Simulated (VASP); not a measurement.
# Rb4ZnSb2 (P4/mmm) in VASP: a series of runs

Runs on Rb4ZnSb2. Level: PBE. Tasks: single point, relaxation of cell and atoms.

Program: VASP 6.6.1. These are calculated values, not measurements. Logs are shortened: lines on timing, memory, paths and dates and some standing lists are left out, and cuts for length are marked.

## (1) The cell of the first run

Symmetry: P4/mmm, No. 123, tetragonal system. The conventional cell has a = 9.097 Å, b = 9.097 Å, c = 3.981 Å, α = 90.00°, β = 90.00°, γ = 90.00°. Rb (site symmetry m2m) has 1 Zn at 3.37 Å and 4 Sb at 3.79 Å and 4 Rb at 3.98 to 4.33 Å within 4.4 Å. Within 4.4 Å of Zn (site symmetry 4/mmm) lie 4 Rb at 3.37 Å and 2 Zn at 3.98 Å. Within 5.0 Å of Sb (site symmetry mmm) lie 8 Rb at 3.79 Å and 2 Sb at 3.98 Å and 4 Zn at 4.97 Å.

The cell was generated, and may not be a known phase.

## (2) Single point, PBE

INCAR

```
SYSTEM = Rb4ZnSb2
ALGO     = Fast           ! electronic algorithm
EDIFF    = 1E-7           ! SCF threshold, eV
ENCUT    = 520            ! plane-wave cutoff, eV
GGA      = PE             ! functional
ISIF     = 2              ! what is computed and relaxed
ISMEAR   = 0              ! smearing method
LASPH    = .True.         ! aspherical terms in the spheres
LCHARG   = .True.         ! write CHGCAR
LELF     = .True.         ! ELF
LREAL    = .False.        ! projectors in reciprocal space
LVHAR    = .True.       
LWAVE    = .False.        ! write WAVECAR
NBANDS   = 38             ! bands
NELM     = 80             ! most SCF steps
PREC     = Accurate       ! precision mode
SIGMA    = 0.1            ! smearing width, eV
```

KPOINTS

```
k-points
0
Gamma
  2 2 4
  0 0 0
```

POSCAR

```
Rb4ZnSb2
1.0
    9.0973011557      0.0000000000      0.0000000000
    0.0000000000      9.0973011557      0.0000000000
    0.0000000000      0.0000000000      3.9806063027
Rb Zn Sb
4 1 2
Direct
    0.2619514296      0.2619514296      0.0000000000
    0.7380485704      0.2619514296      0.0000000000
    0.7380485704      0.7380485704      0.0000000000
    0.2619514296      0.7380485704      0.0000000000
    0.0000000000      0.0000000000      0.0000000000
    0.0000000000      0.5000000000      0.5000000000
    0.5000000000      0.0000000000      0.5000000000
```

Potentials or basis: VASP PAW PBE potentials, release 64 (Rb_sv, Zn, Sb).

Started as:

```bash
> cat potpaw_PBE.64/Rb_sv/POTCAR potpaw_PBE.64/Zn/POTCAR potpaw_PBE.64/Sb/POTCAR > POTCAR
> mpirun -np 1 vasp_std > vasp.out
```

OUTCAR:

```text
SYSTEM = Rb4ZnSb2
   EDIFF = 1E-7
   ENCUT = 520
   GGA = PE
   ISIF = 2
   ISMEAR = 0
   LASPH = .True.
   LREAL = .False.
   NELM = 80
   PREC = Accurate

 ion  position               nearest neighbor table
   1  0.262  0.262  0.000-   5 3.37   6 3.79   7 3.79   6 3.79   7 3.79   4 4.33   2 4.33   4 4.77
                             2 4.77
   2  0.738  0.262  0.000-   5 3.37   6 3.79   7 3.79   6 3.79   7 3.79   3 4.33   1 4.33   1 4.77
                             3 4.77
   3  0.738  0.738  0.000-   5 3.37   6 3.79   7 3.79   6 3.79   7 3.79   4 4.33   2 4.33   2 4.77
                             4 4.77
   4  0.262  0.738  0.000-   5 3.37   6 3.79   7 3.79   6 3.79   7 3.79   3 4.33   1 4.33   1 4.77
                             3 4.77
   5  0.000  0.000  0.000-   1 3.37   2 3.37   3 3.37   4 3.37
   6  0.000  0.500  0.500-   1 3.79   2 3.79   3 3.79   4 3.79   1 3.79   2 3.79   3 3.79   4 3.79

   7  0.500  0.000  0.500-   1 3.79   2 3.79   3 3.79   4 3.79   1 3.79   2 3.79   3 3.79   4 3.79

  LATTYP: Found a simple tetragonal cell.
 ALAT       =     9.0973011557
 C/A-ratio  =     0.4375590337

  Lattice vectors:

 A1 = (   9.0973011557,   0.0000000000,   0.0000000000)
 A2 = (   0.0000000000,   9.0973011557,   0.0000000000)
 A3 = (   0.0000000000,   0.0000000000,   3.9806063027)

Analysis of symmetry for initial positions (statically):
=====================================================================
 Subroutine PRICEL returns:
 Original cell was already a primitive cell.

 Routine SETGRP: Setting up the symmetry group for a
 simple tetragonal supercell.

 Subroutine GETGRP returns: Found 16 space group operations
 (whereof 16 operations were pure point group operations)
 out of a pool of 16 trial point group operations.

The static configuration has the point symmetry D_4h.

Analysis of symmetry for dynamics (positions and initial velocities):
=====================================================================
 Subroutine PRICEL returns:
 Original cell was already a primitive cell.

 Routine SETGRP: Setting up the symmetry group for a
 simple tetragonal supercell.

 Subroutine GETGRP returns: Found 16 space group operations
 (whereof 16 operations were pure point group operations)
 out of a pool of 16 trial point group operations.

The dynamic configuration has the point symmetry D_4h.

 Subroutine INISYM returns: Found 16 space group operations
 (whereof 16 operations are pure point group operations),
 and found     1 'primitive' translations

[... 95 lines left out ...]
   ISYM   =      2    0-nonsym 1-usesym 2-fastsym
   POTIM  = 0.5000    time-step for ionic-motion
   TEBEG  =    0.0;   TEEND  =   0.0 temperature during run
   PSTRESS=    0.0 pullay stress
   NELECT =      58.0000    total number of electrons
   NUPDOWN=      -1.0000    fix difference up-down
   EMIN   =  10.00;   EMAX   =-10.00  energy-range for DOS
   EFERMI =   0.00;   METHOD = LEGACY
   ISMEAR =     0;   SIGMA  =   0.10  broadening in eV -4-tet -1-fermi 0-gaus
   EFERMI_NEDOS =   21; number of points for ismear=-14 and -15
   IALGO  =     68    algorithm
   IMIX   =      4    mixing-type and parameters
     AMIX     =   0.40;   BMIX     =  1.00
     AMIX_MAG =   1.60;   BMIX_MAG =  1.00
  volume/ion in A,a.u.               =      47.06       317.59
  Fermi-wavevector in a.u.,A,eV,Ry     =   0.917542  1.733903 11.454523  0.841884
  Thomas-Fermi vector in A             =   2.042523
   LORBIT       =      0    0 simple, 1 ext, 2 COOP (PROOUT), +10 PAW based schemes
   GGA     = PE    functional components
   LHFCALC =     F    Hartree Fock is set to
   AEXX    =    0.0000 exact exchange contribution
   IVDW    =     0    specifies the selected vdW correction
   LEPSILON=     F    determine dielectric tensor
   LRPA    =     F    only Hartree local field effects (RPA)
 non-spin polarized calculation
 RMM-DIIS sequential band-by-band and
 Gauss-broadening in eV      SIGMA  =   0.10
  energy-cutoff  :      520.00
  volume of cell :      329.44
 maximum number of plane-waves:      8908
 NGX is ok and might be reduce to    70
   NGX = 33   NGY = 33   NGZ = 15

 number of electron      57.9999992 magnetization

 Free energy of the ion-electron system (eV)
  ---------------------------------------------------
  ext. energy  EPLUGINS =         0.00000000
  ---------------------------------------------------
  free energy    TOTEN  =       -13.44118058 eV

  energy without entropy =      -13.39542117  energy(sigma->0) =      -13.41830087

 E-fermi :   1.0624     XC(G=0):  -7.1515

 val. band max:        1.0550927898   @ k =   0.5000   0.0000   0.2500
 cond. band min:       1.0631203229   @ k =   0.5000   0.0000   0.2500
 fundamental gap:      0.0080275330
 Fermi energy:         1.0624128934

 k-point     1 :       0.0000    0.0000    0.0000
  band No.  band energies     occupation
      1     -26.4665      2.00000
      2     -26.4591      2.00000
      3     -26.4591      2.00000
      4     -26.4520      2.00000
      5     -10.8425      2.00000
      6     -10.7517      2.00000
[... 358 lines left out ...]
     37       4.2437      0.00000
     38       5.2619      0.00000

------------------------ aborting loop because EDIFF is reached ----------------------------------------

  FORCE on cell =-STRESS in cart. coord.  units (eV):
  Direction    XX          YY          ZZ          XY          YZ          ZX
  --------------------------------------------------------------------------------------
  -------------------------------------------------------------------------------------
  Total        0.5524750      0.5524750      0.1290506      0.0000000      0.0000000     -0.0000000
  in kB        2.6868837      2.6868837      0.6276193      0.0000000      0.0000000     -0.0000000
  external PRESSURE =       2.0004623 kB  Pullay stress =       0.0000000 kB

 VOLUME and BASIS-vectors are now :
 -----------------------------------------------------------------------------
  energy-cutoff  :      520.00
  volume of cell :      329.44
      direct lattice vectors                 reciprocal lattice vectors
     9.097301156  0.000000000  0.000000000     0.109922710  0.000000000  0.000000000
     0.000000000  9.097301156  0.000000000     0.000000000  0.109922710  0.000000000
     0.000000000  0.000000000  3.980606303     0.000000000  0.000000000  0.251218012

 POSITION                                       TOTAL-FORCE (eV/Angst)
 -----------------------------------------------------------------------------------
      2.38305      2.38305      0.00000         0.014620      0.014620     -0.000000
      6.71425      2.38305      0.00000        -0.014620      0.014620      0.000000
      6.71425      6.71425      0.00000        -0.014620     -0.014620      0.000000
      2.38305      6.71425      0.00000         0.014620     -0.014620     -0.000000
      0.00000      0.00000      0.00000         0.000000      0.000000      0.000000
      0.00000      4.54865      1.99030         0.000000      0.000000      0.000000
      4.54865      0.00000      1.99030         0.000000      0.000000      0.000000
 -----------------------------------------------------------------------------------
    total drift:                                0.000000      0.000000     -0.000000

  FREE ENERGIE OF THE ION-ELECTRON SYSTEM (eV)
  ---------------------------------------------------
  free  energy   TOTEN  =       -13.4411805792 eV

  energy  without entropy=      -13.3954211665  energy(sigma->0) =      -13.41830087
```

stdout:

```text
POSCAR found type information on POSCAR RbZnSb
[... 26 lines left out ...]
 num prob  num prob  num prob  num prob  num prob WARNING in EDDRMM: call to ZHEGV failed, returncode =   6  3     25
 num prob  num prob  num prob  num prob  num prob  num prob  num prob  num prob  num prob  num prob  num prob  num prob  num prob  num prob  num prob  num prob  num prob  num prob  num prob  num prob  num prob  num prob RMM:  26    -0.134411805792E+02   -0.57500E-07   -0.76630E-07   667   0.258E-03
```

Wall time 3.3 min (1 thread of Intel Xeon Platinum 8488C (Sapphire Rapids), shared host); peak memory 0.44 GiB.

What came out:

```
Free energy            : -13.4412 eV
Pressure               : 0.2 GPa
Largest force          : 0.021 eV/Å
Band gap on the k mesh : zero (bands 29 and 30 overlap by 0.97 eV)
```

Forces in eV/Å, atoms in the order of the input:
```
Rb   0.015  0.015  0.000
Rb  -0.015  0.015  0.000
Rb  -0.015 -0.015  0.000
Rb   0.015 -0.015  0.000
Zn   0.000  0.000  0.000
Sb   0.000  0.000  0.000
Sb   0.000  0.000  0.000
```

Caveat: the k points lie up to 0.39 Å⁻¹ apart, too coarse for converged energies and pressures of a metal; spin-orbit coupling is left out, which moves the levels of the heavy elements.

## (3) Relaxation of cell and atoms, PBE

This run uses another cell than the first one, of 35.29 Å³/atom.

INCAR

```
SYSTEM = Rb4ZnSb2
  PREC = Accurate
  ENCUT = 600
  EDIFF = 1E-7
  ISMEAR = 0
  SIGMA = 0.1
  LREAL = .False.
  LASPH = .True.
  NELM = 80
  ALGO = Normal
  ISIF = 3
  LWAVE = .False.
  LCHARG = .False.
  GGA = PE
  IBRION = 2
  NSW = 90
  EDIFFG = -0.04
```

KPOINTS

```
regular mesh
0
Gamma
  2 2 4
  0 0 0
```

POSCAR

```
Rb4ZnSb2
1.0
    7.5139037600      0.0000000000      0.0000000000
    0.0000000000      7.5139037600      0.0000000000
    0.0000000000      0.0000000000      4.3759950100
Rb Zn Sb
4 1 2
Direct
    0.2300000000      0.2300000000      0.0000000000
    0.7700000000      0.2300000000      0.0000000000
    0.7700000000      0.7700000000      0.0000000000
    0.2300000000      0.7700000000      0.0000000000
    0.0000000000      0.0000000000      0.0000000000
    0.0000000000      0.5000000000      0.5000000000
    0.5000000000      0.0000000000      0.5000000000
```

Potentials or basis: VASP PAW PBE potentials, release 64 (Rb_sv, Zn, Sb).

Started as:

```bash
> cat potpaw_PBE.64/Rb_sv/POTCAR potpaw_PBE.64/Zn/POTCAR potpaw_PBE.64/Sb/POTCAR > POTCAR
> mpirun -np 1 vasp_std > vasp.out
```

It took 15 min on 1 thread of Intel Xeon Platinum 8488C (Sapphire Rapids), shared host; peak memory 0.42 GiB.

It converged, with:

```
Free energy                           : -13.4347 eV
Relaxed volume                        : 48.15 Å³/atom
Relaxed cell                          : a = 9.224 Å, b = 9.224 Å, c = 3.962 Å, α = 90.00°, β = 90.00°, γ = 90.00°
Space group after relaxing (to 0.1 Å) : P4/mmm (No. 123)
Energy gained by relaxing             : 845.9 meV/atom
Ionic steps                           : 14
Pressure after relaxing               : -0.1 GPa
Largest force after relaxing          : 0.038 eV/Å
Band gap on the k mesh                : zero (bands 29 and 30 overlap by 0.85 eV)
```

Forces in eV/Å, atoms in the order of the input:
```
Rb   0.027  0.027  0.000
Rb  -0.027  0.027  0.000
Rb  -0.027 -0.027  0.000
Rb   0.027 -0.027  0.000
Zn   0.000  0.000  0.000
Sb   0.000  0.000  0.000
Sb   0.000  0.000  0.000
```

Stress tensor (GPa, compression positive):
```
-0.11  0.00  0.00
 0.00 -0.11  0.00
 0.00  0.00  0.04
```

The path:
| step | energy change (eV) | largest force (eV/Å) | pressure (GPa) | volume (Å³) |
| --- | --- | --- | --- | --- |
| 1 | 0.0000 | 3.8118 | 11.62 | 247.06 |
| 2 | -5.4129 | 0.5971 | 0.44 | 348.10 |
| 3 | -5.5428 | 0.4335 | -0.10 | 363.37 |
| 4 | -5.5856 | 0.1871 | -0.88 | 395.03 |
| 5 | -5.6001 | 0.2610 | -0.65 | 383.90 |
| 6 | -5.5991 | 0.2835 | -0.58 | 380.84 |
| 7 | -5.7119 | 0.2489 | -0.48 | 369.93 |
| 8 | -5.8718 | 0.1749 | -0.18 | 347.86 |
| 9 | -5.7318 | 0.0164 | 1.00 | 304.03 |
| 10 | -5.9072 | 0.1285 | 0.07 | 335.12 |
| 11 | -5.9081 | 0.1182 | 0.13 | 332.59 |
| 12 | -5.9138 | 0.0881 | 0.02 | 335.18 |
| 13 | -5.9163 | 0.0539 | -0.09 | 338.26 |
| 14 | -5.9211 | 0.0384 | -0.06 | 337.07 |

Final structure:
```yaml
crystal:
  lattice:
    - [9.22359, 0.00000, 0.00000]
    - [0.00000, 9.22359, 0.00000]
    - [0.00000, 0.00000, 3.96208]
  atoms:
    - { symbol: Rb, position: [0.25971, 0.25971, 0.00000] }
    - { symbol: Rb, position: [0.74029, 0.25971, 0.00000] }
    - { symbol: Rb, position: [0.74029, 0.74029, 0.00000] }
    - { symbol: Rb, position: [0.25971, 0.74029, 0.00000] }
    - { symbol: Zn, position: [0.00000, 0.00000, 0.00000] }
    - { symbol: Sb, position: [0.00000, 0.50000, 0.50000] }
    - { symbol: Sb, position: [0.50000, 0.00000, 0.50000] }
```

Levels at points of the mesh, in eV from the Fermi level:
```
           k point  band 25  band 26  band 27  band 28  band 29  band 30  band 31  band 32  band 33  band 34
(0.00, 0.00, 0.00)    -1.44    -1.44    -0.43    -0.43     0.41     1.67     1.67     1.98     2.25     2.52
(0.50, 0.00, 0.00)    -1.14    -1.03    -0.96    -0.67     0.63     1.34     1.73     2.11     2.11     2.39
(0.50, 0.50, 0.00)    -1.49    -0.83    -0.43    -0.41     0.71     0.71     1.26     2.11     2.11     2.21
(0.00, 0.00, 0.50)    -1.68    -1.23    -0.33    -0.33     0.15     0.15     0.20     1.76     1.76     2.11
(0.50, 0.00, 0.50)    -1.55    -1.47    -0.37    -0.19    -0.16    -0.05     0.76     1.80     1.99     2.18
(0.50, 0.50, 0.50)    -1.52    -1.52    -0.44    -0.32    -0.14    -0.05     1.22     2.22     2.22     2.32
```

Caveat: the k points lie up to 0.40 Å⁻¹ apart in the final cell, too coarse for converged energies and pressures of a metal; the volume moved by over 15 % at a fixed basis, so the end points are rough; spin-orbit coupling is left out, which moves the levels of the heavy elements.

The gap in the log of VASP goes by the Fermi energy; the results here count the filled bands.